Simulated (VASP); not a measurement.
Input of a VASP 6.6.1 run:

File INCAR:

```
ALGO     = Normal         # electronic algorithm
EDIFF    = 1E-6           # SCF threshold, eV
EDIFFG   = -0.01          # ionic threshold
ENCUT    = 600            # plane-wave cutoff, eV
GGA      = PE             # functional
IBRION   = 2              # ionic algorithm
ISIF     = 3              # what is computed and relaxed
ISMEAR   = 0              # smearing method
LASPH    = T              # aspherical terms in the spheres
LCHARG   = F              # write CHGCAR
LREAL    = F              # projectors in reciprocal space
LWAVE    = F              # write WAVECAR
NELM     = 100            # most SCF steps
NSW      = 100            # ionic steps
PREC     = Accurate       # precision mode
SIGMA    = 0.1            # smearing width, eV
```

File KPOINTS:

```
k-points
0
Gamma
  8 8 8
```

The input POSCAR:

```
Zr3Sb2
1.0
    5.2737586471      0.0000000000      0.0000000000
    0.0000000000      5.2737586471      0.0000000000
    0.0000000000      0.0000000000      5.2737586471
Zr Sb
3 2
Direct
    0.0000000000      0.5000000000      0.5000000000
    0.5000000000      0.0000000000      0.5000000000
    0.5000000000      0.5000000000      0.0000000000
    0.0000000000      0.0000000000      0.0000000000
    0.5000000000      0.5000000000      0.5000000000
```

Potentials or basis: VASP PAW PBE potentials, release 64 (Zr_sv, Sb).

Launch:

```sh
$ cat potpaw_PBE.64/Zr_sv/POTCAR potpaw_PBE.64/Sb/POTCAR > POTCAR
$ mpirun -np 1 vasp_std > vasp.out
```

(1) Predict the space group after relaxing (to 0.05 Å).

(2) Predict the relaxed volume.

(3) Estimate the band gap on the k mesh.

(4) Estimate the relaxed cell.

Answers

(1) Pm-3m (No. 221).

(2) 29.49 Å³/atom.

(3) zero (band 23 reaches 7.15 eV, above the bottom of band 24 at 6.65 eV).

(4) a = 5.283 Å, b = 5.283 Å, c = 5.283 Å, α = 90.00°, β = 90.00°, γ = 90.00°.

Caveat: spin-orbit coupling is left out, which moves the levels of the heavy elements.
